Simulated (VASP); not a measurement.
# Sb (I4/mmm) in VASP: notebook

The runs below take Sb through single point, with LDA.

All numbers are computed with VASP 6.6.1; they aren't measurements. Logs are shortened: lines on timing, memory, paths and dates and some standing lists are left out, and cuts for length are marked.

## (1) The cell of the first run

The structure is tetragonal, space group I4/mmm (No. 139). The conventional cell has a = 2.988 Å, b = 2.988 Å, c = 5.975 Å, α = 90.00°, β = 90.00°, γ = 90.00°. Within 3.9 Å of Sb (site symmetry 4/mmm) lie 12 Sb at 2.99 to 3.66 Å.

## (2) Single point, LDA

Contents of INCAR:

```
SYSTEM = Sb
PREC = Accurate
ENCUT = 520
EDIFF = 1E-6
ISMEAR = 0
SIGMA = 0.15
LREAL = .FALSE.
LASPH = .TRUE.
NELM = 60
ALGO = Normal
ISIF = 2
LWAVE = .FALSE.
LCHARG = .TRUE.
LELF = .TRUE.
LVHAR = .TRUE.
NBANDS = 8
```

Contents of KPOINTS:

```
Automatic mesh
0
G
  20 20 20
  0 0 0
```

Contents of POSCAR:

```
Sb
1.0
    0.0000000000      2.1126432727      2.9872775875
    2.1126432727      0.0000000000      2.9872775875
    2.1126432727      2.1126432727      0.0000000000
Sb
1
Direct
    0.0000000000      0.0000000000      0.0000000000
```

Potentials or basis: VASP PAW LDA potentials, release 64 (Sb).

Run with:

```sh
cat potpaw_LDA.64/Sb/POTCAR > POTCAR
mpirun -np 1 vasp_std > vasp.out
```

OUTCAR:

```text
SYSTEM = Sb
   PREC = Accurate
   ENCUT = 520
   EDIFF = 1E-6
   ISMEAR = 0
   LREAL = .FALSE.
   LASPH = .TRUE.
   NELM = 60
   ISIF = 2

 ion  position               nearest neighbor table
   1  0.000  0.000  0.000-

  LATTYP: Found a body centered tetragonal cell.
 ALAT       =     2.9877287687
 C/A-ratio  =     1.9996979771

  Lattice vectors:

 A1 = (  -2.1126432727,   0.0000000000,   2.9872775875)
 A2 = (   2.1126432727,   0.0000000000,   2.9872775875)
 A3 = (   0.0000000000,   2.1126432727,  -2.9872775875)

Analysis of symmetry for initial positions (statically):
=====================================================================
 Subroutine PRICEL returns:
 Original cell was already a primitive cell.

 Routine SETGRP: Setting up the symmetry group for a
 body centered tetragonal supercell.

 Subroutine GETGRP returns: Found 16 space group operations
 (whereof 16 operations were pure point group operations)
 out of a pool of 16 trial point group operations.

The static configuration has the point symmetry D_4h.

Analysis of symmetry for dynamics (positions and initial velocities):
=====================================================================
 Subroutine PRICEL returns:
 Original cell was already a primitive cell.

 Routine SETGRP: Setting up the symmetry group for a
 body centered tetragonal supercell.

 Subroutine GETGRP returns: Found 16 space group operations
 (whereof 16 operations were pure point group operations)
 out of a pool of 16 trial point group operations.

The dynamic configuration has the point symmetry D_4h.

 Subroutine INISYM returns: Found 16 space group operations
 (whereof 16 operations are pure point group operations),
 and found     1 'primitive' translations

----------------------------------------------------------------------------------------

                                     Primitive cell

  volume of cell :      26.6660

  direct lattice vectors                    reciprocal lattice vectors
     0.000000000  2.112643273  2.987277587    -0.236670339  0.236670339  0.167376478
     2.112643273  0.000000000  2.987277587     0.236670339 -0.236670339  0.167376478
     2.112643273  2.112643273  0.000000000     0.236670339  0.236670339 -0.167376478

  length of vectors
     3.658837108  3.658837108  2.987728769     0.374219968  0.374219968  0.374219968

  position of ions in fractional coordinates (direct lattice)
     0.000000000  0.000000000  0.000000000

  ion indices of the primitive-cell ions
   primitive index   ion index
                 1           1

----------------------------------------------------------------------------------------

 KPOINTS: Automatic mesh

Automatic generation of k-mesh.
 Grid dimensions read from file:
 generate k-points for:   20   20   20

 Generating k-lattice:

  Cartesian coordinates                     Fractional coordinates (reciprocal lattice)
    -0.011833517  0.011833517  0.008368824     0.050000000  0.000000000  0.000000000
     0.011833517 -0.011833517  0.008368824     0.000000000  0.050000000  0.000000000
     0.011833517  0.011833517 -0.008368824     0.000000000  0.000000000  0.050000000

  Length of vectors
     0.018710998  0.018710998  0.018710998

  Shift w.r.t. Gamma in fractional coordinates (k-lattice)
     0.000000000  0.000000000  0.000000000

 Subroutine IBZKPT returns following result:
 ===========================================

 Found    641 irreducible k-points:

 Following reciprocal coordinates:
            Coordinates               Weight
  0.000000  0.000000  0.000000      1.000000
  0.050000  0.000000  0.000000      8.000000
  0.100000  0.000000  0.000000      8.000000
  0.150000  0.000000  0.000000      8.000000
  0.200000  0.000000  0.000000      8.000000
  0.250000  0.000000  0.000000      8.000000
[... 16 lines left out ...]
 -0.400000  0.050000  0.000000      8.000000
 -0.350000  0.050000  0.000000      8.000000
 [... further k-points ...]
   k-points           NKPTS =    641   k-points in BZ     NKDIM =    641   number of bands    NBANDS=      8
   number of dos      NEDOS =    301   number of ions     NIONS =      1
   total plane-waves  NPLWV =  18816
   dimension x,y,z NGX =    28 NGY =   28 NGZ =   24
   dimension x,y,z NGXF=    56 NGYF=   56 NGZF=   48
   ions per type =               1
   NGX,Y,Z   is equivalent  to a cutoff of  12.72, 12.72, 13.35 a.u.
   NGXF,Y,Z  is equivalent  to a cutoff of  25.44, 25.44, 26.71 a.u.
 SYSTEM =  Sb
   PREC   = accura    normal or accurate (medium, high low for compatibility)
   ISTART =      0    job   : 0-new  1-cont  2-samecut
   ICHARG =      2    charge: 1-file 2-atom 10-const
   ISPIN  =      1    spin polarized calculation?
   LNONCOLLINEAR =      F non collinear calculations
   LSORBIT =      F    spin-orbit coupling
   LASPH  =      T    aspherical Exc in radial PAW
   ENCUT  =  520.0 eV  38.22 Ry    6.18 a.u.   6.80  6.80  5.56*2*pi/ulx,y,z
   NELM   =     60;   NELMIN=  2; NELMDL= -5     # of ELM steps
   EDIFF  = 0.1E-05   stopping-criterion for ELM
   LREAL  =      F    real-space projection
   EDIFFG = 0.1E-04   stopping-criterion for IOM
   NSW    =      0    number of steps for IOM
   IBRION =     -1    ionic relax: 0-MD 1-quasi-New 2-CG
   NFREE  =      0    steps in history (QN), initial steepest desc. (CG)
   ISIF   =      2    stress and relaxation
   ISYM   =      2    0-nonsym 1-usesym 2-fastsym
   POTIM  = 0.5000    time-step for ionic-motion
   TEBEG  =    0.0;   TEEND  =   0.0 temperature during run
   PSTRESS=    0.0 pullay stress
   NELECT =       5.0000    total number of electrons
   NUPDOWN=      -1.0000    fix difference up-down
   EMIN   =  10.00;   EMAX   =-10.00  energy-range for DOS
   EFERMI =   0.00;   METHOD = LEGACY
   ISMEAR =     0;   SIGMA  =   0.15  broadening in eV -4-tet -1-fermi 0-gaus
   EFERMI_NEDOS =   21; number of points for ismear=-14 and -15
   IALGO  =     38    algorithm
   IMIX   =      4    mixing-type and parameters
     AMIX     =   0.40;   BMIX     =  1.00
     AMIX_MAG =   1.60;   BMIX_MAG =  1.00
  volume/ion in A,a.u.               =      26.67       179.95
  Fermi-wavevector in a.u.,A,eV,Ry     =   0.937013  1.770697 11.945820  0.877993
  Thomas-Fermi vector in A             =   2.064081
   LORBIT       =      0    0 simple, 1 ext, 2 COOP (PROOUT), +10 PAW based schemes
   GGA     = CA    functional components
   LHFCALC =     F    Hartree Fock is set to
   AEXX    =    0.0000 exact exchange contribution
   IVDW    =     0    specifies the selected vdW correction
   LEPSILON=     F    determine dielectric tensor
   LRPA    =     F    only Hartree local field effects (RPA)
 non-spin polarized calculation
 Gauss-broadening in eV      SIGMA  =   0.15
  energy-cutoff  :      520.00
  volume of cell :       26.67
 maximum number of plane-waves:       739
   NGX = 13   NGY = 13   NGZ = 11

 number of electron       5.0000000 magnetization

 Free energy of the ion-electron system (eV)
  ---------------------------------------------------
  ext. energy  EPLUGINS =         0.00000000
  ---------------------------------------------------
  free energy    TOTEN  =        -4.51319234 eV

  energy without entropy =       -4.50609985  energy(sigma->0) =       -4.50964610

 E-fermi :   8.5345     XC(G=0): -10.3713

 val. band max:        8.5253778766   @ k =  -0.4000   0.1500   0.3000
 cond. band min:       8.5387295946   @ k =  -0.1500   0.1000   0.0500
 fundamental gap:      0.0133517180
 Fermi energy:         8.5345236329

 k-point     1 :       0.0000    0.0000    0.0000
  band No.  band energies     occupation
      1      -4.6346      2.00000
      2      11.2498      0.00000
      3      14.3065      0.00000
      4      14.3065      0.00000
      5      16.0729      0.00000
      6      17.6139      0.00000
      7      20.0541      0.00000
      8      20.0649      0.00000

 k-point     2 :       0.0500    0.0000    0.0000
  band No.  band energies     occupation
      1      -4.5825      2.00000
      2      11.1397      0.00000
      3      13.7653      0.00000
      4      14.3253      0.00000
      5      16.2068      0.00000
      6      17.8896      0.00000
      7      18.8324      0.00000
      8      20.1029      0.00000

 k-point     3 :       0.1000    0.0000    0.0000
  band No.  band energies     occupation
      1      -4.4265      2.00000
      2      10.8344      0.00000
      3      12.5826      0.00000
      4      14.3817      0.00000
      5      16.4647      0.00000
      6      17.8763      0.00000
      7      18.3211      0.00000
      8      20.3530      0.00000

 k-point     4 :       0.1500    0.0000    0.0000
  band No.  band energies     occupation
      1      -4.1671      2.00000
      2      10.3083      0.00000
      3      11.2985      0.00000
      4      14.4759      0.00000
      5      16.2178      0.00000
      6      17.7564      0.00000
      7      18.6226      0.00000
      8      20.6503      0.00000

 k-point     5 :       0.2000    0.0000    0.0000
  band No.  band energies     occupation
      1      -3.8059      2.00000
      2       9.2452      0.00000
      3      10.4675      0.00000
      4      14.6065      0.00000
      5      15.5320      0.00000
      6      18.1487      0.00000
      7      19.0525      0.00000
      8      21.0405      0.00000
[... 177 lines left out ...]
 k-point    22 :      -0.4500    0.0500    0.0000
  band No.  band energies     occupation
      1      -0.6216      2.00000
      2       2.6940      2.00000
      3       8.7925      0.01501
      4      13.6689      0.00000
      5      15.5106      0.00000
      6      19.6638      0.00000
      7      20.3685      0.00000
      8      20.3969      0.00000

 k-point    23 :      -0.4000    0.0500    0.0000
  band No.  band energies     occupation
      1      -1.0583      2.00000
      2       3.2951      2.00000
      3       9.0104      0.00001
      4      13.6501      0.00000
      5      15.5696      0.00000
      6      19.7958      0.00000
      7      20.3406      0.00000
      8      20.4184      0.00000

 k-point    24 :      -0.3500    0.0500    0.0000
  band No.  band energies     occupation
      1      -1.7075      2.00000
      2       4.3116      2.00000
      3       9.3095      0.00000
      4      13.7503      0.00000
      5      15.5254      0.00000
      6      19.4828      0.00000
      7      20.6712      0.00000
      8      20.7079      0.00000

 [... further k-points ...]
[... 5 lines left out ...]
  --------------------------------------------------------------------------------------
  -------------------------------------------------------------------------------------
  Total        0.4756787      0.4756787     -0.3768774      0.0000000      0.0000000      0.0000000
  in kB       28.5802735     28.5802735    -22.6439795      0.0000000      0.0000000      0.0000000
  external PRESSURE =      11.5055225 kB  Pullay stress =       0.0000000 kB

 VOLUME and BASIS-vectors are now :
 -----------------------------------------------------------------------------
  energy-cutoff  :      520.00
  volume of cell :       26.67
      direct lattice vectors                 reciprocal lattice vectors
     0.000000000  2.112643273  2.987277587    -0.236670339  0.236670339  0.167376478
     2.112643273  0.000000000  2.987277587     0.236670339 -0.236670339  0.167376478
     2.112643273  2.112643273  0.000000000     0.236670339  0.236670339 -0.167376478

 POSITION                                       TOTAL-FORCE (eV/Angst)
 -----------------------------------------------------------------------------------
      0.00000      0.00000      0.00000         0.000000      0.000000      0.000000
 -----------------------------------------------------------------------------------
    total drift:                                0.000000      0.000000      0.000000

  FREE ENERGIE OF THE ION-ELECTRON SYSTEM (eV)
  ---------------------------------------------------
  free  energy   TOTEN  =        -4.5131923435 eV

  energy  without entropy=       -4.5060998488  energy(sigma->0) =       -4.50964610
```

Run time: 67 s. Hardware: 1 thread of Intel Xeon Platinum 8488C (Sapphire Rapids), shared host; peak memory 0.24 GiB.

What came out:

```yaml
Free_energy: -4.5132 eV
Pressure: 1.2 GPa
```

Stress tensor (GPa, compression positive):
```
 2.86  0.00  0.00
 0.00  2.86  0.00
 0.00  0.00 -2.26
```

Caveat: spin-orbit coupling is left out, which moves the levels of the heavy elements.

[end of part 1 of 2]
